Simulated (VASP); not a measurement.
# VN (Fm-3m) in VASP: notebook

VN is run at these levels: RPBE+D4; tasks: single point.

Everything below comes from runs of VASP 6.6.1. Logs are shortened: lines on timing, memory, paths and dates and some standing lists are left out, and cuts for length are marked.

### 1 The cell of the first run

The structure is cubic, space group Fm-3m (No. 225). Conventional cell: a = 4.002 Å, b = 4.002 Å, c = 4.002 Å, α = 90.00°, β = 90.00°, γ = 90.00°. Within 2.7 Å of V (site symmetry m-3m) lie 6 N at 2.00 Å. Within 2.7 Å of N (site symmetry m-3m) lie 6 V at 2.00 Å.

### 2 Single point, RPBE+D4, collinear spin (8.01 Å³/atom)

The input, INCAR:

```
SYSTEM = VN
ALGO = Normal
EDIFF = 1E-6
ENCUT = 1330
GGA = RP
GGA_COMPAT = .FALSE.
ISIF = 2
ISMEAR = 0
ISPIN = 2
IVDW = 13
LASPH = .TRUE.
LCHARG = .FALSE.
LMAXMIX = 4
LORBIT = 11
LREAL = .FALSE.
LWAVE = .FALSE.
MAGMOM = 0.05 0
NBANDS = 20
NELM = 200
PREC = Accurate
SIGMA = 0.05
```

The input, KPOINTS:

```
k-points
0
G
  10 10 10
  0 0 0
```

The input, POSCAR:

```
VN
1.0
    0.0000000000      2.0008463966      2.0008463966
    2.0008463966      0.0000000000      2.0008463966
    2.0008463966      2.0008463966      0.0000000000
V N
1 1
Direct
    0.0000000000      0.0000000000      0.0000000000
    0.5000000000      0.5000000000      0.5000000000
```

Potentials or basis: VASP PAW PBE potentials, release 64 (V_sv, N_h).

Run with:

```console
> cat potpaw_PBE.64/V_sv/POTCAR potpaw_PBE.64/N_h/POTCAR > POTCAR
> mpirun -np 1 vasp_std > vasp.out
```

OUTCAR:

```text
SYSTEM = VN
   EDIFF = 1E-6
   ENCUT = 1330
   GGA = RP
   ISIF = 2
   ISMEAR = 0
   ISPIN = 2
   IVDW = 13
   LASPH = .TRUE.
   LORBIT = 11
   LREAL = .FALSE.
   NELM = 200
   PREC = Accurate

 ion  position               nearest neighbor table
   1  0.000  0.000  0.000-   2 2.00   2 2.00   2 2.00   2 2.00   2 2.00   2 2.00
   2  0.500  0.500  0.500-   1 2.00   1 2.00   1 2.00   1 2.00   1 2.00   1 2.00

  LATTYP: Found a face centered cubic cell.
 ALAT       =     4.0016927932

  Lattice vectors:

 A1 = (   0.0000000000,   2.0008463966,   2.0008463966)
 A2 = (   2.0008463966,   0.0000000000,   2.0008463966)
 A3 = (   2.0008463966,   2.0008463966,   0.0000000000)

Analysis of symmetry for initial positions (statically):
=====================================================================
 Subroutine PRICEL returns:
 Original cell was already a primitive cell.

 Routine SETGRP: Setting up the symmetry group for a
 face centered cubic supercell.

 Subroutine GETGRP returns: Found 48 space group operations
 (whereof 48 operations were pure point group operations)
 out of a pool of 48 trial point group operations.

The static configuration has the point symmetry O_h .

Analysis of symmetry for dynamics (positions and initial velocities):
=====================================================================
 Subroutine PRICEL returns:
 Original cell was already a primitive cell.

 Routine SETGRP: Setting up the symmetry group for a
 face centered cubic supercell.

 Subroutine GETGRP returns: Found 48 space group operations
 (whereof 48 operations were pure point group operations)
 out of a pool of 48 trial point group operations.

The dynamic configuration has the point symmetry O_h .

Analysis of structural, dynamic, and magnetic symmetry:
=====================================================================
 Subroutine PRICEL returns:
 Original cell was already a primitive cell.

 Routine SETGRP: Setting up the symmetry group for a
 face centered cubic supercell.

 Subroutine GETGRP returns: Found 48 space group operations
 (whereof 48 operations were pure point group operations)
 out of a pool of 48 trial point group operations.

The overall configuration has the point symmetry O_h .

 Subroutine INISYM returns: Found 48 space group operations
 (whereof 48 operations are pure point group operations),
 and found     1 'primitive' translations

----------------------------------------------------------------------------------------

                                     Primitive cell

  volume of cell :      16.0203

  direct lattice vectors                    reciprocal lattice vectors
     0.000000000  2.000846397  2.000846397    -0.249894245  0.249894245  0.249894245
     2.000846397  0.000000000  2.000846397     0.249894245 -0.249894245  0.249894245
     2.000846397  2.000846397  0.000000000     0.249894245  0.249894245 -0.249894245

  length of vectors
     2.829624110  2.829624110  2.829624110     0.432829529  0.432829529  0.432829529

  position of ions in fractional coordinates (direct lattice)
     0.000000000  0.000000000  0.000000000
     0.500000000  0.500000000  0.500000000

  ion indices of the primitive-cell ions
   primitive index   ion index
                 1           1
                 2           2

----------------------------------------------------------------------------------------

 KPOINTS: k-points

Automatic generation of k-mesh.
 Grid dimensions read from file:
 generate k-points for:   10   10   10

 Generating k-lattice:

  Cartesian coordinates                     Fractional coordinates (reciprocal lattice)
    -0.024989425  0.024989425  0.024989425     0.100000000  0.000000000  0.000000000
     0.024989425 -0.024989425  0.024989425     0.000000000  0.100000000  0.000000000
     0.024989425  0.024989425 -0.024989425     0.000000000  0.000000000  0.100000000

  Length of vectors
     0.043282953  0.043282953  0.043282953

  Shift w.r.t. Gamma in fractional coordinates (k-lattice)
     0.000000000  0.000000000  0.000000000

 Subroutine IBZKPT returns following result:
 ===========================================

 Found     47 irreducible k-points:

 Following reciprocal coordinates:
            Coordinates               Weight
  0.000000  0.000000  0.000000      1.000000
  0.100000  0.000000  0.000000      8.000000
  0.200000  0.000000  0.000000      8.000000
  0.300000  0.000000  0.000000      8.000000
  0.400000  0.000000  0.000000      8.000000
  0.500000  0.000000  0.000000      4.000000
[... 16 lines left out ...]
  0.300000  0.300000  0.000000      6.000000
  0.400000  0.300000  0.000000     24.000000
 [... further k-points ...]
   k-points           NKPTS =     47   k-points in BZ     NKDIM =     47   number of bands    NBANDS=     20
   number of dos      NEDOS =    301   number of ions     NIONS =      2
   total plane-waves  NPLWV =  46656
   dimension x,y,z NGX =    36 NGY =   36 NGZ =   36
   dimension x,y,z NGXF=    72 NGYF=   72 NGZF=   72
   ions per type =               1   1
   NGX,Y,Z   is equivalent  to a cutoff of  21.15, 21.15, 21.15 a.u.
   NGXF,Y,Z  is equivalent  to a cutoff of  42.30, 42.30, 42.30 a.u.
 SYSTEM =  VN
   PREC   = accura    normal or accurate (medium, high low for compatibility)
   ISTART =      0    job   : 0-new  1-cont  2-samecut
   ICHARG =      2    charge: 1-file 2-atom 10-const
   ISPIN  =      2    spin polarized calculation?
   LNONCOLLINEAR =      F non collinear calculations
   LSORBIT =      F    spin-orbit coupling
   LASPH  =      T    aspherical Exc in radial PAW
   ENCUT  = 1330.0 eV  97.75 Ry    9.89 a.u.   8.41  8.41  8.41*2*pi/ulx,y,z
   NELM   =    200;   NELMIN=  2; NELMDL= -5     # of ELM steps
   EDIFF  = 0.1E-05   stopping-criterion for ELM
   LREAL  =      F    real-space projection
   EDIFFG = 0.1E-04   stopping-criterion for IOM
   NSW    =      0    number of steps for IOM
   IBRION =     -1    ionic relax: 0-MD 1-quasi-New 2-CG
   NFREE  =      0    steps in history (QN), initial steepest desc. (CG)
   ISIF   =      2    stress and relaxation
   ISYM   =      2    0-nonsym 1-usesym 2-fastsym
   POTIM  = 0.5000    time-step for ionic-motion
   TEBEG  =    0.0;   TEEND  =   0.0 temperature during run
   PSTRESS=    0.0 pullay stress
   NELECT =      18.0000    total number of electrons
   NUPDOWN=      -1.0000    fix difference up-down
   EMIN   =  10.00;   EMAX   =-10.00  energy-range for DOS
   EFERMI =   0.00;   METHOD = LEGACY
   ISMEAR =     0;   SIGMA  =   0.05  broadening in eV -4-tet -1-fermi 0-gaus
   EFERMI_NEDOS =   21; number of points for ismear=-14 and -15
   IALGO  =     38    algorithm
   IMIX   =      4    mixing-type and parameters
     AMIX     =   0.40;   BMIX     =  1.00
     AMIX_MAG =   1.60;   BMIX_MAG =  1.00
  volume/ion in A,a.u.               =       8.01        54.06
  Fermi-wavevector in a.u.,A,eV,Ry     =   1.701931  3.216183 39.410210  2.896569
  Thomas-Fermi vector in A             =   2.781793
   LORBIT       =     11    0 simple, 1 ext, 2 COOP (PROOUT), +10 PAW based schemes
   GGA     = RP    functional components
   LHFCALC =     F    Hartree Fock is set to
   AEXX    =    0.0000 exact exchange contribution
   IVDW    =    13    specifies the selected vdW correction
   LEPSILON=     F    determine dielectric tensor
   LRPA    =     F    only Hartree local field effects (RPA)
 spin polarized calculation
 Gauss-broadening in eV      SIGMA  =   0.05
  energy-cutoff  :     1330.00
  volume of cell :       16.02
 maximum number of plane-waves:      1807
 NGX is ok and might be reduce to    36
   NGX = 17   NGY = 17   NGZ = 17

 number of electron      18.0000000 magnetization       0.0012106

 Free energy of the ion-electron system (eV)
  ---------------------------------------------------
  ext. energy  EPLUGINS =         0.00000000
  ---------------------------------------------------
  free energy    TOTEN  =       -18.09368604 eV

  energy without entropy =      -18.09135766  energy(sigma->0) =      -18.09252185

 E-fermi :  13.9577     XC(G=0): -14.0355

 val. band max:       13.9390983951   @ k =   0.3000   0.1000   0.0000
 cond. band min:      13.9862731438   @ k =   0.3000   0.2000   0.1000
 fundamental gap:      0.0471747487
 Fermi energy:        13.9576639546

 spin component 1

 k-point     1 :       0.0000    0.0000    0.0000
  band No.  band energies     occupation
      1     -51.6809      1.00000
      2     -25.1880      1.00000
      3     -25.1880      1.00000
      4     -25.1880      1.00000
      5      -4.8500      1.00000
      6      11.4697      1.00000
[... 12 lines left out ...]
     19      43.1035      0.00000
     20      43.1035      0.00000
[... 507 lines left out ...]
 k-point    24 :       0.4000    0.3000    0.0000
  band No.  band energies     occupation
      1     -51.5660      1.00000
      2     -25.6663      1.00000
      3     -25.3758      1.00000
      4     -25.3557      1.00000
      5      -2.9304      1.00000
      6       6.2180      1.00000
[... 12 lines left out ...]
     19      42.5485      0.00000
     20      44.8811      0.00000

 [... further k-points ...]

 spin component 2

 k-point     1 :       0.0000    0.0000    0.0000
  band No.  band energies     occupation
      1     -51.6796      1.00000
      2     -25.1867      1.00000
      3     -25.1867      1.00000
      4     -25.1867      1.00000
      5      -4.8499      1.00000
      6      11.4696      1.00000
[... 12 lines left out ...]
     19      43.1040      0.00000
     20      43.1040      0.00000
[... 507 lines left out ...]
 k-point    24 :       0.4000    0.3000    0.0000
  band No.  band energies     occupation
      1     -51.5647      1.00000
      2     -25.6650      1.00000
      3     -25.3745      1.00000
      4     -25.3544      1.00000
      5      -2.9303      1.00000
      6       6.2182      1.00000
[... 12 lines left out ...]
     19      42.5490      0.00000
     20      44.8815      0.00000

 [... further k-points ...]

------------------------ aborting loop because EDIFF is reached ----------------------------------------

  DFT-D4 for vdW energy calculation

  Edisp (eV):   -1.75377

  FORCE on cell =-STRESS in cart. coord.  units (eV):
  Direction    XX          YY          ZZ          XY          YZ          ZX
  --------------------------------------------------------------------------------------
  -------------------------------------------------------------------------------------
  Total       1.57602     1.57602     1.57602    -0.00000    -0.00000    -0.00000
  in kB     157.61616   157.61616   157.61616    -0.00000    -0.00000    -0.00000
  external pressure =      157.62 kB  Pullay stress =        0.00 kB

 VOLUME and BASIS-vectors are now :
 -----------------------------------------------------------------------------
  energy-cutoff  :     1330.00
  volume of cell :       16.02
      direct lattice vectors                 reciprocal lattice vectors
     0.000000000  2.000846397  2.000846397    -0.249894245  0.249894245  0.249894245
     2.000846397  0.000000000  2.000846397     0.249894245 -0.249894245  0.249894245
     2.000846397  2.000846397  0.000000000     0.249894245  0.249894245 -0.249894245

 POSITION                                       TOTAL-FORCE (eV/Angst)
 -----------------------------------------------------------------------------------
      0.00000      0.00000      0.00000         0.000000      0.000000     -0.000000
      2.00085      2.00085      2.00085        -0.000000     -0.000000      0.000000
 -----------------------------------------------------------------------------------
    total drift:                                0.000000      0.000000      0.000000

  FREE ENERGIE OF THE ION-ELECTRON SYSTEM (eV)
  ---------------------------------------------------
  free  energy   TOTEN  =       -19.8474529389 eV

  energy  without entropy=      -19.8451245616  energy(sigma->0) =      -19.84628875

 total charge

# of ion       s       p       d       tot
------------------------------------------
    1        2.264   6.335   3.277  11.875
    2        0.727   1.536   0.000   2.263
--------------------------------------------------
tot          2.990   7.871   3.277  14.138

 magnetization (x)

# of ion       s       p       d       tot
------------------------------------------
    1        0.000   0.000   0.001   0.001
    2       -0.000  -0.000   0.000  -0.000
--------------------------------------------------
tot          0.000  -0.000   0.001   0.001
```

Wall time 92 s (1 thread of Intel Xeon Platinum 8488C (Sapphire Rapids), shared host); peak memory 0.3 GiB.

Results:

```
Free energy                                           : -19.8475 eV
Pressure                                              : 15.8 GPa
Band gap on the k mesh                                : zero (filled and empty bands overlap)
Net moment                                            : 0.00 μB per cell
Valence electrons inside the program's atomic spheres : V 11.88; N 2.26
Dispersion energy per atom                            : -0.877 eV
```

Levels at points of the mesh, in eV from the Fermi level:
Spin up:
```tsv
k point	band 7	band 8	band 9	band 10	band 11	band 12
(0.00, 0.00, 0.00)	-2.49	-2.49	-1.80	-1.80	-1.80	-0.58
(0.50, 0.00, 0.00)	-6.76	-6.76	0.64	0.64	1.65	5.56
(0.50, 0.50, 0.00)	-4.40	-3.96	-3.96	0.54	1.35	1.35
```
Spin down:
```csv
k point,band 5,band 6,band 7,band 8,band 9,band 10,band 11,band 12,band 13,band 14
"(0.00, 0.00, 0.00)",-18.81,-2.49,-2.49,-2.49,-1.80,-1.80,-1.80,-0.58,-0.58,6.96
"(0.50, 0.00, 0.00)",-15.70,-9.67,-6.76,-6.76,0.64,0.64,1.65,5.57,5.57,6.53
"(0.50, 0.50, 0.00)",-16.96,-7.10,-4.40,-3.96,-3.96,0.54,1.35,1.35,3.19,11.56
```

Caveat: the cell stands under pressure; the PAW data sets were made with another functional, which shifts forces and pressure a little. With open d or f shells a metallic result of RPBE can be an artefact of self-interaction; +U or a hybrid may open a gap.

### 3 Single point, RPBE+D4, collinear spin (8.34 Å³/atom)

This run uses another cell than the first one, of 8.34 Å³/atom.

The input, INCAR:

```
SYSTEM = VN
PREC     = Accurate       ! precision mode
ENCUT    = 1330           ! plane-wave cutoff, eV
EDIFF    = 1E-6           ! SCF threshold, eV
ISMEAR   = 0              ! smearing method
SIGMA    = 0.05           ! smearing width, eV
LREAL    = .FALSE.        ! projectors in reciprocal space
LASPH    = .TRUE.         ! aspherical terms in the spheres
NELM     = 200            ! most SCF steps
ALGO     = Normal         ! electronic algorithm
ISIF     = 2              ! what is computed and relaxed
LWAVE    = .FALSE.        ! write WAVECAR
LCHARG   = .FALSE.        ! write CHGCAR
ISPIN    = 2              ! spin polarisation
MAGMOM   = 0.05 0         ! initial moments
LORBIT   = 11             ! projections on sites
LMAXMIX  = 4              ! l up to which the mixer works
GGA      = RP             ! functional
IVDW     = 13             ! dispersion correction
NBANDS   = 20             ! bands
GGA_COMPAT= .FALSE.
```

The input, KPOINTS:

```
regular mesh
0
G
  10 10 10
  0 0 0
```

The input, POSCAR:

```
VN
1.0
    0.0000000000      2.0282586577      2.0282586577
    2.0282586577      0.0000000000      2.0282586577
    2.0282586577      2.0282586577      0.0000000000
V N
1 1
Direct
    0.0000000000      0.0000000000      0.0000000000
    0.5000000000      0.5000000000      0.5000000000
```

Potentials or basis: VASP PAW PBE potentials, release 64 (V_sv, N_h).

Run with:

```console
> cat potpaw_PBE.64/V_sv/POTCAR potpaw_PBE.64/N_h/POTCAR > POTCAR
> mpirun -np 1 vasp_std > vasp.out
```

Run time: 50 s. Hardware: 1 thread of Intel Xeon Platinum 8559C (Emerald Rapids), shared host; peak memory 0.3 GiB.

Results (log left out):

- Free energy: -19.8823 eV
- Pressure: 1.0 GPa
- Band gap on the k mesh: zero (filled and empty bands overlap)
- Net moment: 0.00 μB per cell
- Valence electrons inside the program's atomic spheres: V 11.77; N 2.25
- Dispersion energy per atom: -0.830 eV

Levels at points of the mesh, in eV from the Fermi level:
Spin up:
```
           k point  band 7  band 8  band 9  band 10  band 11  band 12
(0.00, 0.00, 0.00)   -2.39   -2.39   -1.69    -1.69    -1.69    -0.54
(0.50, 0.00, 0.00)   -6.46   -6.46    0.60     0.60     1.54     5.28
(0.50, 0.50, 0.00)   -4.14   -3.85   -3.85     0.51     1.26     1.26
```
Spin down:
| k point | band 5 | band 6 | band 7 | band 8 | band 9 | band 10 | band 11 | band 12 | band 13 | band 14 |
| --- | --- | --- | --- | --- | --- | --- | --- | --- | --- | --- |
| (0.00, 0.00, 0.00) | -18.48 | -2.39 | -2.39 | -2.39 | -1.69 | -1.69 | -1.69 | -0.54 | -0.54 | 6.47 |
| (0.50, 0.00, 0.00) | -15.56 | -9.33 | -6.46 | -6.46 | 0.60 | 0.60 | 1.54 | 5.28 | 5.28 | 6.37 |
| (0.50, 0.50, 0.00) | -16.66 | -6.93 | -4.14 | -3.85 | -3.85 | 0.51 | 1.27 | 1.27 | 2.92 | 11.02 |

Caveat: the PAW data sets were made with another functional, which shifts forces and pressure a little.

(Continued in part 2 of 2.)

The gap in the log of VASP goes by the Fermi energy; the results here count the filled bands.